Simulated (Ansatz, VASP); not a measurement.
MgO in VASP and in Ansatz

```
Mg O
1.0
     3.28038    0.00000    0.00000
    -1.64019    2.84089    0.00000
     0.00000    0.00000   10.51471
Mg O
4 4
Cartesian
  0.0000 1.8939 10.1938
  0.0000 0.0000 2.3217
  0.0000 0.0000 7.5791
  1.6402 0.9470 4.9364
  0.0000 1.8939 8.2020
  0.0000 0.0000 5.1292
  0.0000 0.0000 0.3118
  1.6402 0.9470 2.9447
```

Alike in both runs: task single point; functional PBE; k mesh 9 × 9 × 2; occupations gaussian, width 0.05 eV; no spin polarisation.

```csv
,VASP,Ansatz
version,VASP 6.6.1,Ansatz 0.2.0
potentials or method,"VASP PAW PBE potentials, release 64 (Mg, O), cutoff 520 eV","scalar-relativistic, plane waves, PAW"
valence electrons in the cell,32,64
```

```tsv
	VASP	Ansatz	Ansatz less VASP
gap on the k mesh at the Fermi level (eV)	1.76	1.80	+0.040
least direct gap on the mesh (eV)	1.76	1.80	+0.040
pressure (GPa)	1.6	2.0	+0.38
traceless stress, the component that is largest in VASP (GPa)	-3.64	-3.61	+0.024
rms of the force components (eV/Å)	0.925	0.915	-0.0096
```

Atom by atom the forces differ by 0.011 eV/Å (rms over components). VASP's potentials hold 32 valence electrons a cell and Ansatz's 64, so a difference there can come from the potentials and not from the codes.
